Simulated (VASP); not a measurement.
## WSe2: single point with PBEsol

WSe2:

```
CELL_PARAMETERS angstrom
3.27110 0.00000 0.00000
-1.63555 2.83285 0.00000
0.00000 0.00000 13.22367
ATOMIC_POSITIONS crystal
W 0.66667 0.33333 0.75000
W 0.33333 0.66667 0.25000
Se 0.33333 0.66667 0.87661
Se 0.66667 0.33333 0.37661
Se 0.33333 0.66667 0.62339
Se 0.66667 0.33333 0.12339
```

```
Program                : VASP 6.6.1
Task                   : single point
Functional             : PBEsol
Potentials or basis    : VASP PAW PBE potentials, release 64 (W_sv, Se)
Cutoff                 : 520 eV
k mesh                 : 12 × 12 × 2
Occupations            : gaussian, width 0.02 eV
Spin                   : no spin polarisation
Dipole correction      : no
Further INCAR settings : ALGO = Normal; EDIFF = 1e-07; NBANDS = 35
```

```yaml
Pressure: 0.4 GPa
Largest_force: 0.060 eV/Å
Band_gap_on_the_k_mesh: 1.04 eV, indirect (least direct gap 1.59 eV)
```

Forces in eV/Å, atoms in the order of the input:
```
W    0.000  0.000  0.000
W    0.000  0.000  0.000
Se   0.000  0.000  0.060
Se   0.000  0.000  0.060
Se   0.000  0.000 -0.060
Se   0.000  0.000 -0.060
```

Stress tensor (GPa, compression positive):
```
0.37 0.00 0.00
0.00 0.37 0.00
0.00 0.00 0.52
```

Levels at points of the mesh, in eV from the valence-band top:
| k point | band 22 | band 23 | band 24 | band 25 | band 26 | band 27 | band 28 | band 29 | band 30 | band 31 |
| --- | --- | --- | --- | --- | --- | --- | --- | --- | --- | --- |
| (0.00, 0.00, 0.00) | -1.38 | -1.38 | -1.19 | -1.09 | 0.00 | 2.80 | 2.80 | 2.84 | 2.84 | 2.93 |
| (0.50, 0.00, 0.00) | -2.36 | -1.34 | -1.23 | -1.19 | -0.99 | 2.28 | 2.31 | 2.42 | 2.78 | 3.06 |
| (0.00, 0.00, 0.50) | -1.40 | -1.40 | -1.40 | -0.24 | -0.24 | 2.81 | 2.81 | 2.81 | 2.81 | 3.02 |
| (0.50, 0.00, 0.50) | -2.47 | -1.27 | -1.27 | -1.09 | -1.09 | 2.30 | 2.30 | 2.63 | 2.63 | 3.44 |

Run time: 72 s on 1 thread of Intel(R) Xeon(R) 6975P-C (Granite Rapids), on a shared host, peak memory 0.3 GiB.

Caveat: the PAW data sets were made with another functional, which shifts forces and pressure a little; spin-orbit coupling is left out, which moves the levels of the heavy elements; this functional lacks dispersion, which binds the layers, so the pressure and a relaxed spacing across them are unreliable. PBEsol gaps usually lie below the measured ones, often by a third to a half.
